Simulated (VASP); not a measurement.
**SbAsSe4: relaxation of cell and atoms with r2SCAN+rVV10**

The system is SbAsSe4.

```
Sb As Se
1.0
     4.63269    0.00000    0.00000
     0.00000    4.63269    0.00000
     0.00000    0.00000    8.51096
Sb As Se
1 1 4
Direct
  0.00000 0.00000 0.00000
  0.50000 0.50000 0.50000
  0.50000 0.50000 0.86054
  0.50000 0.50000 0.13946
  0.50000 0.00000 0.50000
  0.00000 0.50000 0.50000
```

```json
{
 "Program": "VASP 6.6.1",
 "Task": "relaxation of cell and atoms",
 "Functional": "r2SCAN",
 "Dispersion": "rVV10",
 "Potentials or basis": "VASP PAW PBE potentials, release 64 (Sb, As, Se)",
 "Cutoff": "600 eV",
 "k mesh": "6 × 6 × 4",
 "Occupations": "fermi-dirac, width 0.03 eV",
 "Spin": "no spin polarisation",
 "Dipole correction": "no",
 "Further INCAR settings": "ALGO = Normal; EDIFF = 1e-06; IBRION = 2; EDIFFG = -0.01; NSW = 100; ISIF = 3"
}
```

| Item | Value |
| --- | --- |
| Relaxed volume | 31.93 Å³/atom |
| Relaxed cell | a = 4.652 Å, b = 4.652 Å, c = 8.854 Å, α = 90.00°, β = 90.00°, γ = 90.00° |
| Space group after relaxing (to 0.1 Å) | P4/mmm (No. 123) |
| Energy gained by relaxing | 4.4 meV/atom |
| Ionic steps | 10 |
| Pressure after relaxing | 0.0 GPa |
| Largest force after relaxing | 0.007 eV/Å |
| Band gap on the k mesh | zero (bands 17 and 18 overlap by 0.77 eV) |

Forces in eV/Å, atoms in the order of the input:
```
Sb   0.000  0.000  0.000
As   0.000  0.000  0.000
Se   0.000  0.000 -0.007
Se   0.000  0.000  0.007
Se   0.000  0.000  0.000
Se   0.000  0.000  0.000
```

Step by step:
| step | energy change (eV) | largest force (eV/Å) | pressure (GPa) | volume (Å³) |
| --- | --- | --- | --- | --- |
| 1 | 0.0000 | 0.1285 | 0.84 | 182.66 |
| 2 | -0.0087 | 0.1094 | -0.22 | 186.91 |
| 3 | -0.0095 | 0.1132 | 0.01 | 185.91 |
| 4 | -0.0123 | 0.0925 | 0.02 | 186.45 |
| 5 | -0.0197 | 0.0157 | 0.05 | 188.07 |
| 6 | -0.0243 | 0.2246 | 0.21 | 191.29 |
| 7 | -0.0249 | 0.1589 | 0.16 | 190.46 |
| 8 | -0.0263 | 0.0110 | 0.03 | 191.54 |
| 9 | -0.0263 | 0.0110 | 0.03 | 191.54 |
| 10 | -0.0263 | 0.0074 | 0.02 | 191.59 |

Final structure:
```cif
data_structure
_symmetry_space_group_name_H-M 'P 1'
_symmetry_Int_Tables_number 1
_cell_length_a 4.6518
_cell_length_b 4.6518
_cell_length_c 8.8537
_cell_angle_alpha 90.000
_cell_angle_beta 90.000
_cell_angle_gamma 90.000
_cell_volume 191.59
loop_
_atom_site_label
_atom_site_type_symbol
_atom_site_fract_x
_atom_site_fract_y
_atom_site_fract_z
_atom_site_occupancy
Sb1 Sb 0.00000 0.00000 0.00000 1
As1 As 0.50000 0.50000 0.50000 1
Se1 Se 0.50000 0.50000 0.86703 1
Se2 Se 0.50000 0.50000 0.13297 1
Se3 Se 0.50000 0.00000 0.50000 1
Se4 Se 0.00000 0.50000 0.50000 1
```

Levels at points of the mesh, in eV from the Fermi level:
| k point | band 13 | band 14 | band 15 | band 16 | band 17 | band 18 | band 19 | band 20 | band 21 |
| --- | --- | --- | --- | --- | --- | --- | --- | --- | --- |
| (0.00, 0.00, 0.00) | -0.75 | -0.46 | -0.45 | -0.45 | -0.38 | -0.38 | 1.75 | 1.75 | 1.82 |
| (0.50, 0.00, 0.00) | -1.88 | -1.83 | -1.26 | -0.73 | -0.25 | -0.03 | 0.84 | 0.96 | 1.66 |
| (0.50, 0.50, 0.00) | -2.16 | -1.24 | -0.49 | -0.49 | -0.38 | 1.40 | 1.44 | 1.44 | 2.10 |
| (0.00, 0.00, 0.50) | -0.76 | -0.46 | -0.46 | -0.39 | -0.30 | -0.30 | 1.73 | 1.73 | 2.10 |
| (0.50, 0.00, 0.50) | -1.83 | -1.78 | -1.59 | -0.69 | -0.19 | -0.03 | 0.84 | 1.44 | 1.54 |
| (0.50, 0.50, 0.50) | -1.24 | -1.03 | -1.03 | -0.73 | -0.31 | 1.40 | 1.46 | 1.46 | 2.09 |

It took 100 min on 1 thread of Oxide Virtual Turin-like Processor (shared host), peak memory 0.83 GiB.

Caveat: the PAW data sets were made with another functional, which shifts forces and pressure a little; spin-orbit coupling is left out, which moves the levels of the heavy elements.
